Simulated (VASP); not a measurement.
# B3HN3: single point with PBE+D3(BJ)

B3HN3, a slab with vacuum:

```
B N H
1.0
     2.50611    0.00000    0.00000
    -1.25306    2.17036    0.00000
     0.00000    0.00000   25.59269
B N H
3 3 1
Direct
  0.66667 0.33333 0.33213
  0.32580 0.65160 0.46168
  0.96077 0.92154 0.59699
  0.33333 0.66667 0.33224
  0.99246 0.98493 0.46168
  0.62743 0.25486 0.58664
  0.96083 0.92165 0.64866
```

* Program: VASP 6.6.1
* Task: single point
* Functional: PBE
* Dispersion: D3(BJ)
* Potentials or basis: VASP PAW PBE potentials, release 64 (B, N, H)
* Cutoff: 520 eV
* k mesh: 12 × 12 × 1
* Occupations: gaussian, width 0.05 eV
* Spin: collinear spin
* Starting moments: [0.0, 0.0, 0.0, 0.0, 0.0, 0.0, 1.0] μB

```json
{
 "Largest force": "0.059 eV/Å",
 "Band gap on the k mesh": "zero (filled and empty bands overlap)",
 "Net moment": "0.97 μB per cell",
 "Site moments": "B +0.00, -0.02 (each value once); N +0.00, +0.01, +0.43; H +0.18 μB",
 "Valence electrons inside the program's atomic spheres": "B 2.17, 2.23 (each value once); N 4.02, 3.93 (each value once); H 0.54",
 "Dispersion energy per atom": "-0.110 eV"
}
```

Forces on the atoms (eV/Å):
```
B    0.000  0.001  0.055
B    0.000  0.001  0.000
B    0.000 -0.001  0.007
N    0.000 -0.002 -0.059
N    0.000  0.001 -0.001
N    0.000  0.002  0.001
H    0.000 -0.002 -0.004
```

Levels at points of the mesh, in eV from the Fermi level:
Spin up:
| k point | band 9 | band 10 | band 11 | band 12 | band 13 | band 14 | band 15 | band 16 | band 17 | band 18 |
| --- | --- | --- | --- | --- | --- | --- | --- | --- | --- | --- |
| (0.00, 0.00, 0.00) | -1.76 | -1.76 | -1.65 | -1.65 | -1.02 | 4.57 | 5.16 | 5.82 | 6.23 | 7.03 |
| (0.50, 0.00, 0.00) | -4.43 | -3.75 | -1.46 | -1.16 | -1.03 | 4.19 | 4.73 | 7.23 | 9.33 | 9.38 |
| (0.00, 0.50, 0.00) | -4.43 | -3.75 | -1.47 | -1.12 | -1.05 | 4.14 | 4.75 | 7.23 | 9.33 | 9.41 |
Spin down:
| k point | band 9 | band 10 | band 11 | band 12 | band 13 | band 14 | band 15 | band 16 |
| --- | --- | --- | --- | --- | --- | --- | --- | --- |
| (0.00, 0.00, 0.00) | -1.64 | -1.64 | -1.45 | -1.45 | 0.49 | 4.58 | 5.61 | 6.00 |
| (0.50, 0.00, 0.00) | -4.22 | -2.51 | -1.45 | -1.12 | 0.47 | 4.20 | 4.75 | 7.72 |
| (0.00, 0.50, 0.00) | -4.22 | -2.52 | -1.46 | -1.09 | 0.47 | 4.15 | 4.77 | 7.71 |

It took 16 min on 1 thread of Oxide Virtual Turin-like Processor, with other jobs on the host, peak memory 0.42 GiB.

Caveat: a moment this small can come from the mesh or the smearing.
